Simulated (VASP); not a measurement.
# Ir (Fm-3m) in VASP: settings compared

Ir is run at these levels: LDA, PBE; tasks: single point.

Program: VASP 6.6.1. These are calculated values, not measurements. Logs are shortened: lines on timing, memory, paths and dates and some standing lists are left out, and cuts for length are marked.

## (1) The cell of the first run

It takes space group Fm-3m (No. 225, cubic). The conventional cell has a = 3.831 Å, b = 3.831 Å, c = 3.831 Å, α = 90.00°, β = 90.00°, γ = 90.00°. Ir (site symmetry m-3m) has 12 Ir at 2.71 Å within 3.6 Å.

## (2) Single point, LDA

INCAR

```
SYSTEM = Ir
ALGO = Fast ; EDIFF = 1E-7
ENCUT = 520 ; GGA = CA
ISIF = 2 ; ISMEAR = -1
LASPH = .True. ; LCHARG = .True.
LELF = .True. ; LREAL = .False.
LVHAR = .True. ; LWAVE = .False.
NBANDS = 10 ; NELM = 100
PREC = Accurate ; SIGMA = 0.05
```

KPOINTS

```
k-points
0
Gamma
  12 12 12
  0 0 0
```

POSCAR

```
Ir
1.0
    0.0000000000      1.9156000000      1.9156000000
    1.9156000000      0.0000000000      1.9156000000
    1.9156000000      1.9156000000      0.0000000000
Ir
1
Direct
    0.0000000000      0.0000000000      0.0000000000
```

Potentials or basis: VASP PAW LDA potentials, release 64 (Ir).

Command:

```bash
$ cat potpaw_LDA.64/Ir/POTCAR > POTCAR
$ mpirun -np 1 vasp_std > vasp.out
```

OUTCAR:

```text
SYSTEM = Ir
   EDIFF = 1E-7
   ENCUT = 520
   GGA = CA
   ISIF = 2
   ISMEAR = -1
   LASPH = .True.
   LREAL = .False.
   NELM = 100
   PREC = Accurate

 ion  position               nearest neighbor table
   1  0.000  0.000  0.000-

  LATTYP: Found a face centered cubic cell.
 ALAT       =     3.8312000000

  Lattice vectors:

 A1 = (   0.0000000000,   1.9156000000,   1.9156000000)
 A2 = (   1.9156000000,   0.0000000000,   1.9156000000)
 A3 = (   1.9156000000,   1.9156000000,   0.0000000000)

Analysis of symmetry for initial positions (statically):
[... 5 lines left out ...]
 face centered cubic supercell.

 Subroutine GETGRP returns: Found 48 space group operations
 (whereof 48 operations were pure point group operations)
 out of a pool of 48 trial point group operations.

The static configuration has the point symmetry O_h .

Analysis of symmetry for dynamics (positions and initial velocities):
[... 5 lines left out ...]
 face centered cubic supercell.

 Subroutine GETGRP returns: Found 48 space group operations
 (whereof 48 operations were pure point group operations)
 out of a pool of 48 trial point group operations.

The dynamic configuration has the point symmetry O_h .

 Subroutine INISYM returns: Found 48 space group operations
 (whereof 48 operations are pure point group operations),
 and found     1 'primitive' translations

----------------------------------------------------------------------------------------

                                     Primitive cell

  volume of cell :      14.0587

  direct lattice vectors                    reciprocal lattice vectors
     0.000000000  1.915600000  1.915600000    -0.261014826  0.261014826  0.261014826
     1.915600000  0.000000000  1.915600000     0.261014826 -0.261014826  0.261014826
     1.915600000  1.915600000  0.000000000     0.261014826  0.261014826 -0.261014826

  length of vectors
     2.709067500  2.709067500  2.709067500     0.452090940  0.452090940  0.452090940

  position of ions in fractional coordinates (direct lattice)
     0.000000000  0.000000000  0.000000000

  ion indices of the primitive-cell ions
   primitive index   ion index
                 1           1

----------------------------------------------------------------------------------------

 KPOINTS: k-points

Automatic generation of k-mesh.
 Grid dimensions read from file:
 generate k-points for:   12   12   12

 Generating k-lattice:

  Cartesian coordinates                     Fractional coordinates (reciprocal lattice)
    -0.021751235  0.021751235  0.021751235     0.083333333  0.000000000  0.000000000
     0.021751235 -0.021751235  0.021751235     0.000000000  0.083333333  0.000000000
     0.021751235  0.021751235 -0.021751235     0.000000000  0.000000000  0.083333333

  Length of vectors
     0.037674245  0.037674245  0.037674245

  Shift w.r.t. Gamma in fractional coordinates (k-lattice)
     0.000000000  0.000000000  0.000000000

 Subroutine IBZKPT returns following result:
 ===========================================

 Found     72 irreducible k-points:

 Following reciprocal coordinates:
            Coordinates               Weight
  0.000000  0.000000  0.000000      1.000000
  0.083333  0.000000  0.000000      8.000000
  0.166667  0.000000  0.000000      8.000000
  0.250000  0.000000  0.000000      8.000000
  0.333333  0.000000  0.000000      8.000000
  0.416667  0.000000  0.000000      8.000000
[... 16 lines left out ...]
  0.500000  0.166667  0.000000     24.000000
 -0.416667  0.166667  0.000000     24.000000
 [... further k-points ...]
   k-points           NKPTS =     72   k-points in BZ     NKDIM =     72   number of bands    NBANDS=     10
   number of dos      NEDOS =    301   number of ions     NIONS =      1
   total plane-waves  NPLWV =   8000
   dimension x,y,z NGX =    20 NGY =   20 NGZ =   20
   dimension x,y,z NGXF=    40 NGYF=   40 NGZF=   40
   ions per type =               1
   NGX,Y,Z   is equivalent  to a cutoff of  12.27, 12.27, 12.27 a.u.
   NGXF,Y,Z  is equivalent  to a cutoff of  24.55, 24.55, 24.55 a.u.
 SYSTEM =  Ir
   PREC   = accura    normal or accurate (medium, high low for compatibility)
   ISTART =      0    job   : 0-new  1-cont  2-samecut
   ICHARG =      2    charge: 1-file 2-atom 10-const
   ISPIN  =      1    spin polarized calculation?
   LNONCOLLINEAR =      F non collinear calculations
   LSORBIT =      F    spin-orbit coupling
   LASPH  =      T    aspherical Exc in radial PAW
   ENCUT  =  520.0 eV  38.22 Ry    6.18 a.u.   5.04  5.04  5.04*2*pi/ulx,y,z
   NELM   =    100;   NELMIN=  2; NELMDL= -5     # of ELM steps
   EDIFF  = 0.1E-06   stopping-criterion for ELM
   LREAL  =      F    real-space projection
   EDIFFG = 0.1E-05   stopping-criterion for IOM
   NSW    =      0    number of steps for IOM
   IBRION =     -1    ionic relax: 0-MD 1-quasi-New 2-CG
   NFREE  =      0    steps in history (QN), initial steepest desc. (CG)
   ISIF   =      2    stress and relaxation
   ISYM   =      2    0-nonsym 1-usesym 2-fastsym
   POTIM  = 0.5000    time-step for ionic-motion
   TEBEG  =    0.0;   TEEND  =   0.0 temperature during run
   PSTRESS=    0.0 pullay stress
   NELECT =       9.0000    total number of electrons
   NUPDOWN=      -1.0000    fix difference up-down
   EMIN   =  10.00;   EMAX   =-10.00  energy-range for DOS
   EFERMI =   0.00;   METHOD = LEGACY
   ISMEAR =    -1;   SIGMA  =   0.05  broadening in eV -4-tet -1-fermi 0-gaus
   EFERMI_NEDOS =   21; number of points for ismear=-14 and -15
   IALGO  =     68    algorithm
   IMIX   =      4    mixing-type and parameters
     AMIX     =   0.40;   BMIX     =  1.00
     AMIX_MAG =   1.60;   BMIX_MAG =  1.00
  volume/ion in A,a.u.               =      14.06        94.87
  Fermi-wavevector in a.u.,A,eV,Ry     =   1.410937  2.666284 27.085691  1.990742
  Thomas-Fermi vector in A             =   2.532839
   LORBIT       =      0    0 simple, 1 ext, 2 COOP (PROOUT), +10 PAW based schemes
   GGA     = CA    functional components
   LHFCALC =     F    Hartree Fock is set to
   AEXX    =    0.0000 exact exchange contribution
   IVDW    =     0    specifies the selected vdW correction
   LEPSILON=     F    determine dielectric tensor
   LRPA    =     F    only Hartree local field effects (RPA)
 non-spin polarized calculation
 RMM-DIIS sequential band-by-band and
  energy-cutoff  :      520.00
  volume of cell :       14.06
 maximum number of plane-waves:       388
   NGX =  9   NGY =  9   NGZ =  9

 number of electron       9.0000000 magnetization

 Free energy of the ion-electron system (eV)
  ---------------------------------------------------
  ext. energy  EPLUGINS =         0.00000000
  ---------------------------------------------------
  free energy    TOTEN  =       -10.34518343 eV

  energy without entropy =      -10.34051975  energy(sigma->0) =      -10.34285159

 E-fermi :  10.4515     XC(G=0): -14.1764

 val. band max:       10.4249077356   @ k =   0.3333   0.0833   0.0000
 cond. band min:      10.4532621421   @ k =  -0.2500   0.0833   0.0000
 fundamental gap:      0.0283544064
 Fermi energy:        10.4514618148

 k-point     1 :       0.0000    0.0000    0.0000
  band No.  band energies     occupation
      1      -0.7524      2.00000
      2       6.4644      2.00000
      3       6.4644      2.00000
      4       6.4644      2.00000
      5       9.2144      2.00000
      6       9.2144      2.00000
      7      24.7563      0.00000
      8      30.3279      0.00000
      9      30.3279      0.00000
     10      30.3279      0.00000

 k-point     2 :       0.0833    0.0000    0.0000
  band No.  band energies     occupation
      1      -0.4436      2.00000
      2       6.3050      2.00000
      3       6.5959      2.00000
      4       6.5959      2.00000
      5       9.1322      2.00000
      6       9.1322      2.00000
      7      25.2863      0.00000
      8      28.9020      0.00000
      9      30.8399      0.00000
     10      30.8399      0.00000

 k-point     3 :       0.1667    0.0000    0.0000
  band No.  band energies     occupation
      1       0.4025      2.00000
      2       5.9868      2.00000
      3       6.8645      2.00000
      4       6.8645      2.00000
      5       9.0525      2.00000
      6       9.0525      2.00000
      7      26.3461      0.00000
      8      26.8119      0.00000
      9      32.2702      0.00000
     10      32.2702      0.00000

 k-point     4 :       0.2500    0.0000    0.0000
  band No.  band energies     occupation
      1       1.4620      2.00000
      2       5.9699      2.00000
      3       6.9194      2.00000
      4       6.9194      2.00000
      5       9.3902      2.00000
      6       9.3902      2.00000
      7      24.2473      0.00000
      8      27.2645      0.00000
      9      34.1901      0.00000
     10      34.2042      0.00000

 k-point     5 :       0.3333    0.0000    0.0000
  band No.  band energies     occupation
      1       2.1192      2.00000
      2       6.6971      2.00000
      3       6.6971      2.00000
      4       6.8982      2.00000
      5      10.1855      1.99025
      6      10.1855      1.99025
      7      21.7629      0.00000
      8      25.9716      0.00000
      9      33.0642      0.00000
     10      33.0642      0.00000

 k-point     6 :       0.4167    0.0000    0.0000
  band No.  band energies     occupation
      1       2.2469      2.00000
      2       6.4634      2.00000
      3       6.4634      2.00000
      4       8.6325      2.00000
      5      10.9858      0.00005
      6      10.9858      0.00005
      7      19.1223      0.00000
      8      24.7117      0.00000
      9      30.9979      0.00000
     10      30.9979      0.00000

 k-point     7 :       0.5000    0.0000    0.0000
  band No.  band energies     occupation
      1       2.2379      2.00000
      2       6.3720      2.00000
      3       6.3720      2.00000
      4       9.6882      2.00000
      5      11.3249      0.00000
      6      11.3249      0.00000
      7      17.7457      0.00000
      8      24.2948      0.00000
      9      30.2183      0.00000
     10      30.2183      0.00000

 k-point     8 :       0.0833    0.0833    0.0000
  band No.  band energies     occupation
      1      -0.3394      2.00000
      2       6.1527      2.00000
      3       6.6997      2.00000
      4       6.6997      2.00000
      5       8.8527      2.00000
      6       9.3372      2.00000
      7      25.4748      0.00000
      8      29.3265      0.00000
      9      30.4850      0.00000
     10      30.4850      0.00000

 k-point     9 :       0.1667    0.0833    0.0000
  band No.  band energies     occupation
      1       0.3363      2.00000
      2       5.8121      2.00000
      3       6.9724      2.00000
      4       6.9942      2.00000
      5       8.5448      2.00000
      6       9.4388      2.00000
      7      26.5521      0.00000
      8      27.5998      0.00000
      9      31.0067      0.00000
     10      31.6545      0.00000
[... 118 lines left out ...]
 k-point    19 :       0.1667    0.1667    0.0000
  band No.  band energies     occupation
      1       0.8045      2.00000
      2       5.3834      2.00000
      3       7.3930      2.00000
      4       7.3930      2.00000
      5       7.9881      2.00000
      6       9.6839      2.00000
      7      27.4151      0.00000
      8      28.4550      0.00000
      9      30.3942      0.00000
     10      30.3942      0.00000

 k-point    20 :       0.2500    0.1667    0.0000
  band No.  band energies     occupation
      1       1.6848      2.00000
      2       4.9941      2.00000
      3       7.1650      2.00000
      4       7.7691      2.00000
      5       8.4091      2.00000
      6       9.9907      1.99980
      7      26.9259      0.00000
      8      28.6167      0.00000
      9      30.0819      0.00000
     10      30.7705      0.00000

 k-point    21 :       0.3333    0.1667    0.0000
  band No.  band energies     occupation
      1       2.6249      2.00000
      2       4.9650      2.00000
      3       6.5466      2.00000
      4       7.7926      2.00000
      5       9.7604      2.00000
      6      10.6034      0.09143
      7      24.2319      0.00000
      8      28.0200      0.00000
      9      29.5112      0.00000
     10      31.3804      0.00000

 k-point    22 :       0.4167    0.1667    0.0000
  band No.  band energies     occupation
      1       3.0462      2.00000
      2       5.5658      2.00000
      3       6.2536      2.00000
      4       7.5629      2.00000
      5      11.2443      0.00000
      6      11.5937      0.00000
      7      20.9551      0.00000
      8      26.7083      0.00000
      9      28.7984      0.00000
     10      30.9801      0.00000

 k-point    23 :       0.5000    0.1667    0.0000
  band No.  band energies     occupation
      1       3.1184      2.00000
      2       5.5904      2.00000
      3       7.0661      2.00000
      4       7.3228      2.00000
      5      11.4057      0.00000
      6      13.6465      0.00000
      7      18.0376      0.00000
      8      25.9662      0.00000
      9      28.7969      0.00000
     10      29.3540      0.00000

 k-point    24 :      -0.4167    0.1667    0.0000
  band No.  band energies     occupation
      1       3.1891      2.00000
      2       5.6124      2.00000
      3       7.2099      2.00000
      4       7.4152      2.00000
      5      10.8700      0.00046
      6      14.2440      0.00000
      7      17.7229      0.00000
      8      25.7922      0.00000
      9      28.0326      0.00000
     10      30.0421      0.00000

 [... further k-points ...]
[... 5 lines left out ...]
  --------------------------------------------------------------------------------------
  -------------------------------------------------------------------------------------
  Total       -0.3641782     -0.3641782     -0.3641782      0.0000000      0.0000000      0.0000000
  in kB      -41.5030532    -41.5030532    -41.5030532      0.0000000      0.0000000      0.0000000
  external PRESSURE =     -41.5030532 kB  Pullay stress =       0.0000000 kB

 VOLUME and BASIS-vectors are now :
 -----------------------------------------------------------------------------
  energy-cutoff  :      520.00
  volume of cell :       14.06
      direct lattice vectors                 reciprocal lattice vectors
     0.000000000  1.915600000  1.915600000    -0.261014826  0.261014826  0.261014826
     1.915600000  0.000000000  1.915600000     0.261014826 -0.261014826  0.261014826
     1.915600000  1.915600000  0.000000000     0.261014826  0.261014826 -0.261014826

 POSITION                                       TOTAL-FORCE (eV/Angst)
 -----------------------------------------------------------------------------------
      0.00000      0.00000      0.00000         0.000000      0.000000      0.000000
 -----------------------------------------------------------------------------------
    total drift:                                0.000000      0.000000     -0.000000

  FREE ENERGIE OF THE ION-ELECTRON SYSTEM (eV)
  ---------------------------------------------------
  free  energy   TOTEN  =       -10.3451834326 eV

  energy  without entropy=      -10.3405197521  energy(sigma->0) =      -10.34285159
```

It took 10 s on 1 thread of Intel Xeon Platinum 8559C (Emerald Rapids), shared host; peak memory 0.12 GiB.

Results:

| Quantity | Value |
| --- | --- |
| Free energy | -10.3452 eV |
| Pressure | -4.2 GPa |

Levels at points of the mesh, in eV from the Fermi level:
```csv
k point,band 2,band 3,band 4,band 5,band 6,band 7
"(0.00, 0.00, 0.00)",-3.99,-3.99,-3.99,-1.24,-1.24,14.30
"(0.50, 0.00, 0.00)",-4.08,-4.08,-0.76,0.87,0.87,7.29
"(0.50, 0.50, 0.00)",-7.47,0.86,1.45,1.45,1.71,10.57
```

Caveat: spin-orbit coupling is left out, which moves the levels of the heavy elements.

(Part 1 of 3 ends here.)
